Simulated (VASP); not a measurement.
Input of a VASP 6.6.1 run:

INCAR

```
SYSTEM = Bi2Te3
ALGO     = Normal         ! electronic algorithm
EDIFF    = 1E-8           ! SCF threshold, eV
ENCUT    = 520            ! plane-wave cutoff, eV
ISIF     = 2              ! what is computed and relaxed
ISMEAR   = -1             ! smearing method
LASPH    = .TRUE.         ! aspherical terms in the spheres
LCHARG   = .FALSE.        ! write CHGCAR
LEFG     = .TRUE.       
LREAL    = .FALSE.        ! projectors in reciprocal space
LWAVE    = .FALSE.        ! write WAVECAR
NBANDS   = 32             ! bands
NELM     = 100            ! most SCF steps
PREC     = Accurate       ! precision mode
SIGMA    = 0.08           ! smearing width, eV
```

The input KPOINTS:

```
k-points
0
G
  8 8 8
  0 0 0
```

Contents of POSCAR:

```
Bi2Te3
1.0
    2.2375638137      1.2918580701     10.0775622472
   -2.2375638137      1.2918580701     10.0775622472
    0.0000000000     -2.5837161404     10.0775622472
Bi Te
2 3
Direct
    0.8120000000      0.8120000000      0.8120000000
    0.4020000000      0.4020000000      0.4020000000
    0.6110000000      0.6110000000      0.6110000000
    0.2000000000      0.2000000000      0.2000000000
    0.0000000000      0.0000000000      0.0000000000
```

Potentials or basis: VASP PAW LDA potentials, release 64 (Bi_d, Te).

Launch:

```bash
$ cat potpaw_LDA.64/Bi_d/POTCAR potpaw_LDA.64/Te/POTCAR > POTCAR
$ mpirun -np 1 vasp_std > vasp.out
```

(1) Predict the pressure.

(2) What does it give for the band gap on the k mesh?

(3) Estimate the largest force.

## Answers

(1) -3.5 GPa.

(2) zero (bands 24 and 25 overlap by 0.18 eV).

(3) 1.040 eV/Å.

Caveat: the cell stands under tension; without QUAD_EFG the Cq values of the log hold for a quadrupole moment of 1 mb, not for the nuclei; spin-orbit coupling is left out, which moves the levels of the heavy elements; forces of over 1 eV/Å act on the atoms, so gaps and moduli don't describe the material at rest.
